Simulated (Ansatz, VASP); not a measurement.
# Two plane-wave programs on In3GaAs4

```
Ga As In
1.0
     4.23706    0.00000    0.00000
     0.00000    4.23706    0.00000
     0.00000    0.00000   12.02911
Ga As In
1 4 3
Direct
  0.00000 0.00000 0.00000
  0.00000 0.50000 0.11102
  0.50000 0.00000 0.37057
  0.00000 0.50000 0.62943
  0.50000 0.00000 0.88898
  0.50000 0.50000 0.24123
  0.00000 0.00000 0.50000
  0.50000 0.50000 0.75877
```

Alike in both runs: task single point; functional r2SCAN; k mesh 6 × 6 × 2; occupations fermi-dirac, width 0.02 eV; no spin polarisation.

```csv
,VASP,Ansatz
version,VASP 6.6.1,Ansatz 0.2.0
potentials or method,"VASP PAW PBE potentials, release 64 (Ga_d, As, In_d)","plane waves, PAW"
plane-wave cutoff (eV),520,500
valence electrons in the cell,72,112
```

```csv
,VASP,Ansatz,Ansatz less VASP
pressure (GPa),0.0,0.0,0.00
```

VASP's potentials were made for PBE, not for r2SCAN. With one functional, cell and mesh, what is left measures potentials, basis and numerics. VASP's potentials hold 72 valence electrons a cell and Ansatz's 112, so a difference there can come from the potentials and not from the codes.
